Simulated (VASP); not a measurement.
A run of VASP 6.6.1 is set up as follows.

Contents of POSCAR:

```
TaN
1.0
    0.0000000000      2.1989133438      2.1989133438
    2.1989133438      0.0000000000      2.1989133438
    2.1989133438      2.1989133438      0.0000000000
Ta N
1 1
Direct
    0.5000000000      0.5000000000      0.5000000000
    0.0000000000      0.0000000000      0.0000000000
```

File INCAR.step1:

```
PREC = Accurate ; ENCUT = 600
ISMEAR = 0 ; SIGMA = 0.1
LREAL = False ; LASPH = True
NELM = 80 ; GGA = PE
ALGO = Normal ; EDIFF = 1E-4
LWAVE = True ; LCHARG = False
```

Contents of INCAR.step2:

```
PREC = Accurate ; ENCUT = 600
EDIFF = 1E-6 ; ISMEAR = 0
SIGMA = 0.1 ; LREAL = False
LASPH = True ; NELM = 80
ALGO = Normal ; ISIF = 3
LWAVE = False ; LCHARG = False
METAGGA = R2SCAN ; LMIXTAU = True
IBRION = 2 ; NSW = 100
EDIFFG = -0.005 ; ISTART = 1
```

File KPOINTS:

```
Automatic mesh
0
Gamma
  16 16 16
```

Potentials or basis: VASP PAW PBE potentials, release 64 (Ta_pv, N).

The run is started by

```console
$ cat potpaw_PBE.64/Ta_pv/POTCAR potpaw_PBE.64/N/POTCAR > POTCAR
$ cp INCAR.step1 INCAR
$ mpirun -np 1 vasp_std > vasp.out
$ cp INCAR.step2 INCAR
$ mpirun -np 1 vasp_std > vasp.out
```

Estimate the relaxed volume.

10.68 Å³/atom.

Predict the band gap on the k mesh.

zero (bands 8 and 9 overlap by 4.06 eV).

What does it give for the space group after relaxing (to 0.1 Å)?

Fm-3m (No. 225).

Estimate the relaxed cell.

a = 3.115 Å, b = 3.115 Å, c = 3.115 Å, α = 60.00°, β = 60.00°, γ = 60.00°.

Final structure:
```
CELL_PARAMETERS angstrom
0.00000 2.20232 2.20232
2.20232 0.00000 2.20232
2.20232 2.20232 0.00000
ATOMIC_POSITIONS crystal
Ta 0.50000 0.50000 0.50000
N 0.00000 0.00000 0.00000
```

Caveat: the highest band is partly filled, so the run has too few bands; the PAW data sets were made with another functional, which shifts forces and pressure a little; spin-orbit coupling is left out, which moves the levels of the heavy elements. Zero-point motion and thermal expansion aren't in these numbers.
